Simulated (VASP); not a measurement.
# Al13Si3C3N13 (P1) in VASP: single point with HSE06

Aim: the single point of Al13Si3C3N13 with HSE06.

Everything below comes from runs of VASP 6.6.1. Logs are shortened: lines on timing, memory, paths and dates and some standing lists are left out, and cuts for length are marked.

### Step 1. The cell of the first run

The typed cell holds 96 atoms: a = 9.347 Å, b = 10.777 Å, c = 10.000 Å, α = 90.00°, β = 90.00°, γ = 90.00°.

### Step 2. Single point, HSE06

File POSCAR:

```
Al13Si3C3N13
1.0
    9.3471170000      0.0000000000      0.0000000000
    0.0000000000     10.7766290000      0.0000000000
    0.0000000000      0.0000000000      9.9997190000
Al Si N C
39 9 39 9
Direct
    0.1700370000      0.0866750000      0.2531390000
    0.1659640000      0.0829430000      0.7502940000
    0.0008270000      0.3290110000      0.7518540000
    0.4994350000      0.0836030000      0.2450870000
    0.1628180000      0.5841040000      0.2515090000
    0.1698040000      0.5838840000      0.7497020000
    0.0010910000      0.8351450000      0.2528710000
    0.0010780000      0.8349420000      0.7493790000
    0.8322950000      0.0837120000      0.2404590000
    0.8366060000      0.0828390000      0.7528720000
    0.6713480000      0.3297650000      0.2501630000
    0.6661720000      0.3292030000      0.7517700000
    0.4985930000      0.5831110000      0.7482050000
    0.3343780000      0.8379290000      0.2515270000
    0.3317250000      0.8321150000      0.7494430000
    0.8357420000      0.5814420000      0.2505270000
    0.8315110000      0.5824380000      0.7420210000
    0.6659030000      0.8340720000      0.2517050000
    0.6665810000      0.8347320000      0.7445850000
    0.0009610000      0.1681390000      0.4972240000
    0.0030190000      0.1697100000      0.0013680000
    0.3347480000      0.1700550000      0.4979910000
    0.3333470000      0.1661810000      0.9953400000
    0.1665930000      0.4187690000      0.4983090000
    0.1692470000      0.4172400000      0.9977750000
    0.9964140000      0.6694610000      0.5022200000
    0.9985870000      0.6706800000      0.9998690000
    0.6673270000      0.1661130000      0.0009860000
    0.5030900000      0.4141040000      0.4973220000
    0.5004540000      0.4161590000      0.9963720000
    0.3334920000      0.6682050000      0.4966870000
    0.1669030000      0.9174360000      0.4964770000
    0.1641930000      0.9190610000      0.0015780000
    0.8331570000      0.4142730000      0.5006020000
    0.8334990000      0.4145550000      0.9910700000
    0.4986960000      0.9165100000      0.4997960000
    0.5011130000      0.9129610000      0.9989910000
    0.8318400000      0.9154710000      0.5003260000
    0.8364880000      0.9167490000      0.9995430000
    0.9983810000      0.3337230000      0.2506520000
    0.4998190000      0.0828070000      0.7533170000
    0.3324440000      0.3348720000      0.2553050000
    0.3359520000      0.3339020000      0.7484640000
    0.5017190000      0.5823940000      0.2450460000
    0.6635400000      0.1631300000      0.4961130000
    0.3367680000      0.6669930000      0.9999450000
    0.6710700000      0.6698370000      0.4969880000
    0.6644690000      0.6650430000      0.9964360000
    0.0054110000      0.1771380000      0.1986890000
    0.0041270000      0.1649230000      0.6844530000
    0.3361270000      0.1827040000      0.1888160000
    0.3427020000      0.1730660000      0.6935830000
    0.1709010000      0.4098630000      0.1921580000
    0.1792460000      0.4111000000      0.6939190000
    0.0012320000      0.6669890000      0.1879600000
    0.0044880000      0.6667730000      0.6950520000
    0.6624610000      0.1665280000      0.1928000000
    0.6539100000      0.1582980000      0.6768700000
    0.4901080000      0.4213690000      0.1939870000
    0.4906040000      0.4116490000      0.6908190000
    0.3422940000      0.6597180000      0.1865640000
    0.3345970000      0.6659230000      0.6851760000
    0.1698740000      0.9178070000      0.6900920000
    0.6558810000      0.6607150000      0.1793830000
    0.6590110000      0.6673120000      0.6792050000
    0.5013580000      0.9162520000      0.1884510000
    0.4948350000      0.9268980000      0.6930090000
    0.8316210000      0.9134950000      0.1913160000
    0.8338120000      0.9167040000      0.6903660000
    0.1697510000      0.0854550000      0.4445000000
    0.1683610000      0.0865980000      0.9377320000
    0.0030380000      0.3334660000      0.4296610000
    0.0087340000      0.3371690000      0.9398170000
    0.5057130000      0.0861780000      0.4403510000
    0.3332620000      0.3353500000      0.9272940000
    0.1663280000      0.5864170000      0.4399180000
    0.1771930000      0.5880740000      0.9465000000
    0.0004430000      0.8364420000      0.4448280000
    0.0017390000      0.8318990000      0.9370450000
    0.8237090000      0.0894550000      0.4410190000
    0.6650950000      0.3192840000      0.4431430000
    0.6611770000      0.3333910000      0.9408000000
    0.5071710000      0.5856660000      0.4267010000
    0.3338550000      0.8332510000      0.4422050000
    0.3317490000      0.8214930000      0.9419840000
    0.8238790000      0.5913990000      0.9408860000
    0.6682320000      0.8206310000      0.9406440000
    0.1684000000      0.9203580000      0.1923040000
    0.8427290000      0.4118420000      0.1876570000
    0.8334520000      0.4111640000      0.6937830000
    0.4989330000      0.0807810000      0.9315070000
    0.3339410000      0.3368370000      0.4327640000
    0.8368060000      0.0856460000      0.9439380000
    0.4988000000      0.5896410000      0.9436720000
    0.8244220000      0.5852100000      0.4433610000
    0.6628390000      0.8278870000      0.4441940000
```

File INCAR.step1:

```
SYSTEM = Al13Si3C3N13
  PREC = Accurate
  ENCUT = 520
  EDIFF = 1E-5
  ISMEAR = -1
  SIGMA = 0.05
  LREAL = Auto
  LASPH = .TRUE.
  NELM = 60
  ALGO = Normal
  ISIF = 2
  LWAVE = .TRUE.
  LCHARG = .FALSE.
  GGA = PE
  NBANDS = 246
  LUSENCCL = .FALSE.
```

File INCAR.step2:

```
SYSTEM = Al13Si3C3N13
  PREC = Accurate
  ENCUT = 520
  EDIFF = 1E-6
  ISMEAR = -1
  SIGMA = 0.05
  LREAL = Auto
  LASPH = .TRUE.
  NELM = 60
  ALGO = Normal
  ISIF = 2
  LWAVE = .FALSE.
  LCHARG = .FALSE.
  GGA = PE
  LHFCALC = .TRUE.
  HFSCREEN = 0.2079
  PRECFOCK = Fast
  ISTART = 1
  NBANDS = 246
  LUSENCCL = .FALSE.
```

File KPOINTS:

```
Automatic mesh
0
G
  1 1 1
  0 0 0
```

Potentials or basis: VASP PAW PBE potentials, release 64 (Al, Si, N, C).

Run with:

```sh
$ cat potpaw_PBE.64/Al/POTCAR potpaw_PBE.64/Si/POTCAR potpaw_PBE.64/N/POTCAR potpaw_PBE.64/C/POTCAR > POTCAR
$ cp INCAR.step1 INCAR
$ mpirun -np 1 vasp_gam > vasp.out
$ cp INCAR.step2 INCAR
$ mpirun -np 1 vasp_gam > vasp.out
```

OUTCAR:

```text
SYSTEM = Al13Si3C3N13
   PREC = Accurate
   ENCUT = 520
   EDIFF = 1E-6
   ISMEAR = -1
   LREAL = Auto
   LASPH = .TRUE.
   NELM = 60
   ISIF = 2
   GGA = PE
   LHFCALC = .TRUE.
   HFSCREEN = 0.2079
   PRECFOCK = Fast
   ISTART = 1

 ion  position               nearest neighbor table
   1  0.170  0.087  0.253-  88 1.89  49 1.90  70 1.91  51 1.97  22 3.03  20 3.04  32 3.04  42 3.08
                             4 3.08  14 3.09  21 3.09  33 3.10  40 3.11  23 3.12   7 3.14   9 3.16
   2  0.166  0.083  0.750-  50 1.87  71 1.87  63 1.88  52 2.00  23 3.04   3 3.07  33 3.07  10 3.08
                            21 3.08   8 3.09  32 3.10  20 3.10  15 3.12  22 3.12  41 3.12  43 3.14
   3  0.001  0.329  0.752-  73 1.88  90 1.89  50 1.89  54 1.97  35 3.00  21 3.03  10 3.06   2 3.07
                            25 3.07  20 3.08  34 3.10  24 3.12  12 3.13  43 3.13  17 3.16   6 3.17
   4  0.499  0.084  0.245-  57 1.84  66 1.89  51 1.95  74 1.95  28 3.04  45 3.06  14 3.06  37 3.07
                            23 3.07   1 3.08  11 3.10  22 3.10  18 3.11   9 3.11  36 3.12  42 3.13
   5  0.163  0.584  0.252-  55 1.87  76 1.88  53 1.97  61 1.97  24 3.04  16 3.06  31 3.06  26 3.09
                            27 3.09   7 3.10  40 3.11  25 3.11  42 3.12  46 3.13  44 3.17  14 3.17
   6  0.170  0.584  0.750-  56 1.87  62 1.89  54 1.95  77 1.97  25 3.06  13 3.07  15 3.07  24 3.08
                            46 3.08  31 3.09  26 3.10  43 3.11  27 3.11   8 3.13  17 3.16   3 3.17
   7  0.001  0.835  0.253-  68 1.90  88 1.91  78 1.92  55 1.92  32 3.02  38 3.06  26 3.07  33 3.08
                            27 3.09  39 3.09   5 3.10   9 3.11  14 3.12  18 3.13   1 3.14  16 3.14
   8  0.001  0.835  0.749-  79 1.88  69 1.89  56 1.89  63 1.91  26 3.05  39 3.07  27 3.07  38 3.08
                            10 3.08  33 3.08   2 3.09  15 3.09  32 3.10  19 3.13   6 3.13  17 3.15
   9  0.832  0.084  0.240-  57 1.88  68 1.90  49 1.95  80 2.01  28 2.98  39 3.01  21 3.02  11 3.05
[... 125 lines left out ...]
  95  0.824  0.585  0.443-  47 1.78  34 1.93  16 1.93  26 1.94
  96  0.663  0.828  0.444-  47 1.78  36 1.89  38 1.92  18 1.93

  LATTYP: Found a simple orthorhombic cell.
 ALAT       =     9.3471170000
 B/A-ratio  =     1.0698185334
 C/A-ratio  =     1.1529361406

  Lattice vectors:

 A1 = (  -9.3471170000,   0.0000000000,   0.0000000000)
 A2 = (   0.0000000000,   0.0000000000,   9.9997190000)
 A3 = (   0.0000000000,  10.7766290000,   0.0000000000)

Analysis of symmetry for initial positions (statically):
=====================================================================
 Subroutine PRICEL returns:
 Original cell was already a primitive cell.

 Routine SETGRP: Setting up the symmetry group for a
 simple orthorhombic supercell.

 Subroutine GETGRP returns: Found  1 space group operations
 (whereof  1 operations were pure point group operations)
 out of a pool of  8 trial point group operations.

The static configuration has the point symmetry C_1 .

Analysis of symmetry for dynamics (positions and initial velocities):
=====================================================================
 Subroutine PRICEL returns:
 Original cell was already a primitive cell.

 Routine SETGRP: Setting up the symmetry group for a
 simple orthorhombic supercell.

[... 240 lines left out ...]
   ISPIN  =      1    spin polarized calculation?
   LNONCOLLINEAR =      F non collinear calculations
   LSORBIT =      F    spin-orbit coupling
   LASPH  =      T    aspherical Exc in radial PAW
   ENCUT  =  520.0 eV  38.22 Ry    6.18 a.u.  17.38 20.04 18.59*2*pi/ulx,y,z
   NELM   =     60;   NELMIN=  2; NELMDL=  0     # of ELM steps
   EDIFF  = 0.1E-05   stopping-criterion for ELM
   LREAL  =      T    real-space projection
   EDIFFG = 0.1E-04   stopping-criterion for IOM
   NSW    =      0    number of steps for IOM
   IBRION =     -1    ionic relax: 0-MD 1-quasi-New 2-CG
   NFREE  =      0    steps in history (QN), initial steepest desc. (CG)
   ISIF   =      2    stress and relaxation
   ISYM   =      3    0-nonsym 1-usesym 2-fastsym
   POTIM  = 0.5000    time-step for ionic-motion
   TEBEG  =    0.0;   TEEND  =   0.0 temperature during run
   PSTRESS=    0.0 pullay stress
   NELECT =     384.0000    total number of electrons
   NUPDOWN=      -1.0000    fix difference up-down
   EMIN   =  10.00;   EMAX   =-10.00  energy-range for DOS
   EFERMI =   0.00;   METHOD = LEGACY
   ISMEAR =    -1;   SIGMA  =   0.05  broadening in eV -4-tet -1-fermi 0-gaus
   EFERMI_NEDOS =   21; number of points for ismear=-14 and -15
   IALGO  =     38    algorithm
   IMIX   =      1    mixing-type and parameters
     AMIX     =   0.40;   BMIX     =  1.00
     AMIX_MAG =   1.60;   BMIX_MAG =  1.00
  volume/ion in A,a.u.               =      10.49        70.81
  Fermi-wavevector in a.u.,A,eV,Ry     =   1.187050  2.243200 19.171810  1.409088
  Thomas-Fermi vector in A             =   2.323210
   LORBIT       =      0    0 simple, 1 ext, 2 COOP (PROOUT), +10 PAW based schemes
   GGA     = PE    functional components
   LHFCALC =     T    Hartree Fock is set to
   PRECFOCK=fast      Normal, Fast or Accurate (Low or Medium for compatibility)
   ENCUT4O =  -1.0   cutoff for four orbital integrals eV
   NKREDX  =     1    reduce k-point grid by
   NKREDY  =     1    reduce k-point grid by
   NKREDZ  =     1    reduce k-point grid by
   AEXX    =    0.2500 exact exchange contribution
   HFSCREEN=    0.2079 screening length (either q_TF or 0.3 A-1)
   HFSCREENC=   0.2079 screening length for correlation (either q_TF or 0.3 A-1)
   ENCUTFOCK=  -1.0 apply spherical cutoff to Coloumb kernel
   IVDW    =     0    specifies the selected vdW correction
   LEPSILON=     F    determine dielectric tensor
   LRPA    =     F    only Hartree local field effects (RPA)
 non-spin polarized calculation
  energy-cutoff  :      520.00
  volume of cell :     1007.28
 maximum number of plane-waves:     13582
 NGX is ok and might be reduce to    70
  NGX = 36; NGY = 42; NGZ = 40

 number of electron     384.0000003 magnetization

 Free energy of the ion-electron system (eV)
  ---------------------------------------------------
  ext. energy  EPLUGINS =         0.00000000
  ---------------------------------------------------
  free energy    TOTEN  =      -824.70130286 eV

  energy without entropy =     -824.70130286  energy(sigma->0) =     -824.70130286

 E-fermi :   8.0020     XC(G=0):  -9.0425

 val. band max:        6.7780816414   @ k =   0.0000   0.0000   0.0000
 cond. band min:      10.9651774428   @ k =   0.0000   0.0000   0.0000
 fundamental gap:      4.1870958014
 Fermi energy:         8.0019621053

 k-point     1 :       0.0000    0.0000    0.0000
  band No.  band energies     occupation
      1     -12.2511      2.00000
      2     -11.8787      2.00000
      3     -11.4071      2.00000
      4     -11.3857      2.00000
      5     -11.0962      2.00000
      6     -10.8981      2.00000
[... 196 lines left out ...]
    203      12.1754      0.00000
    204      12.2990      0.00000
 [bands above 204 left out]

------------------------ aborting loop because EDIFF is reached ----------------------------------------

  FORCE on cell =-STRESS in cart. coord.  units (eV):
  Direction    XX          YY          ZZ          XY          YZ          ZX
  --------------------------------------------------------------------------------------
  -------------------------------------------------------------------------------------
  Total       -7.3412574    -16.8974097    -15.3733778     -2.1833923      1.3840245      1.3008296
  in kB      -11.6770362    -26.8770940    -24.4529621     -3.4729134      2.2014354      2.0691052
  external PRESSURE =     -21.0023641 kB  Pullay stress =       0.0000000 kB

 VOLUME and BASIS-vectors are now :
 -----------------------------------------------------------------------------
  energy-cutoff  :      520.00
  volume of cell :     1007.28
      direct lattice vectors                 reciprocal lattice vectors
     9.347117000  0.000000000  0.000000000     0.106984860  0.000000000  0.000000000
     0.000000000 10.776629000  0.000000000     0.000000000  0.092793396  0.000000000
     0.000000000  0.000000000  9.999719000     0.000000000  0.000000000  0.100002810

 POSITION                                       TOTAL-FORCE (eV/Angst)
 -----------------------------------------------------------------------------------
      1.58936      0.93406      2.53132        -0.041965     -0.025943     -0.005884
      1.55128      0.89385      7.50273        -0.064653      0.003059     -0.012645
      0.00773      3.54563      7.51833        -0.074131      0.044134     -0.026276
      4.66828      0.90096      2.45080         0.094485      0.059797     -0.039960
      1.52188      6.29467      2.51502        -0.053704      0.051981     -0.000336
      1.58718      6.29230      7.49681         0.013214      0.080642     -0.052732
[... 88 lines left out ...]
      7.70597      6.30659      4.43349        -0.061324      0.139014      0.069981
      6.19563      8.92183      4.44182        -0.008708     -0.037793      0.061182
 -----------------------------------------------------------------------------------
    total drift:                               -0.033247     -0.001047      0.071047

  FREE ENERGIE OF THE ION-ELECTRON SYSTEM (eV)
  ---------------------------------------------------
  free  energy   TOTEN  =      -824.7013028559 eV

  energy  without entropy=     -824.7013028559  energy(sigma->0) =     -824.70130286
```

Wall time 3.9 min (1 × NVIDIA H100 80GB with 1 thread of Intel Xeon Platinum 8481C at 2.70GHz (Sapphire Rapids), shared host); peak memory 1.7 GiB.

Results:

```yaml
Free_energy: -824.7013 eV
Pressure: -2.1 GPa
Largest_force: 0.212 eV/Å
Band_gap_on_the_k_mesh: 4.19 eV
```

Forces on the atoms (eV/Å):
```
Al  -0.042 -0.026 -0.006
Al  -0.065  0.003 -0.013
Al  -0.074  0.044 -0.026
Al   0.094  0.060 -0.040
Al  -0.054  0.052  0.000
Al   0.013  0.081 -0.053
Al   0.008  0.043 -0.061
Al   0.000  0.017  0.007
Al  -0.059  0.042 -0.024
Al   0.063 -0.027  0.000
Al   0.075 -0.035 -0.048
Al   0.055  0.096 -0.004
Al  -0.016  0.070 -0.052
Al  -0.021  0.123 -0.036
Al  -0.045  0.032 -0.028
Al   0.056 -0.006  0.005
Al   0.022 -0.031 -0.039
Al   0.025  0.104 -0.041
Al   0.049  0.012 -0.041
Al   0.030 -0.034  0.006
Al  -0.029 -0.061 -0.089
Al  -0.026 -0.034 -0.070
Al  -0.026 -0.074 -0.062
Al   0.028 -0.030 -0.076
Al  -0.044 -0.066 -0.066
Al  -0.021 -0.035 -0.050
Al  -0.019  0.035  0.014
Al   0.045 -0.039 -0.047
Al  -0.024 -0.091 -0.029
Al   0.053 -0.049 -0.069
Al  -0.054  0.000  0.000
Al  -0.017 -0.041 -0.038
Al  -0.037 -0.046  0.034
Al  -0.004  0.019  0.041
Al  -0.011 -0.075  0.013
Al  -0.002 -0.051 -0.033
Al  -0.009 -0.015  0.009
Al   0.009 -0.090  0.004
Al   0.047 -0.001 -0.011
Si  -0.009 -0.040 -0.022
Si   0.022 -0.019 -0.022
Si  -0.035 -0.028 -0.033
Si   0.007  0.085 -0.032
Si  -0.013  0.015 -0.037
Si  -0.002 -0.016 -0.029
Si  -0.021  0.019 -0.067
Si   0.061  0.002 -0.020
Si   0.035 -0.002 -0.063
N    0.005  0.095  0.059
N    0.036 -0.037  0.006
N   -0.008  0.085  0.069
N    0.038  0.017  0.073
N    0.055 -0.132  0.102
N    0.150 -0.125  0.084
N    0.036 -0.067  0.016
N    0.017 -0.056  0.040
N   -0.009 -0.057  0.029
N   -0.099 -0.070 -0.030
N   -0.065  0.068  0.089
N   -0.130 -0.122  0.057
N    0.081 -0.097 -0.008
N    0.009 -0.039  0.022
N    0.020 -0.043  0.050
N   -0.111 -0.098 -0.052
N    0.005 -0.037 -0.071
N   -0.005 -0.080  0.041
N    0.018  0.055  0.047
N   -0.040 -0.060  0.052
N   -0.025 -0.049  0.014
N    0.002  0.063  0.039
N    0.046  0.121  0.021
N   -0.002  0.036 -0.092
N    0.048  0.066  0.022
N    0.064  0.098  0.071
N   -0.002  0.050 -0.070
N    0.051  0.047  0.013
N    0.069  0.082  0.049
N    0.029  0.085  0.043
N   -0.003  0.018  0.005
N   -0.082  0.121  0.097
N   -0.041 -0.100  0.078
N   -0.028  0.068  0.023
N   -0.044  0.056 -0.071
N    0.019  0.063  0.010
N    0.035 -0.117  0.049
N   -0.066  0.149  0.074
N   -0.038 -0.081  0.065
C    0.042 -0.077  0.035
C    0.018 -0.120  0.089
C    0.008 -0.082  0.033
C   -0.067  0.069 -0.098
C    0.024  0.044 -0.079
C   -0.005  0.070  0.054
C   -0.006  0.127  0.069
C   -0.061  0.139  0.070
C   -0.009 -0.038  0.061
```

Stress tensor (GPa, compression positive):
```
-1.17 -0.35  0.21
-0.35 -2.69  0.22
 0.21  0.22 -2.45
```

Levels at points of the mesh, in eV from the valence-band top:
```tsv
k point	band 188	band 189	band 190	band 191	band 192	band 193	band 194	band 195	band 196	band 197
(0.00, 0.00, 0.00)	-0.55	-0.47	-0.33	-0.13	0.00	4.19	4.45	4.51	4.73	4.92
```

Caveat: the k points lie up to 0.67 Å⁻¹ apart; the PAW data sets were made with another functional, which shifts forces and pressure a little. A k mesh can miss the band edges.
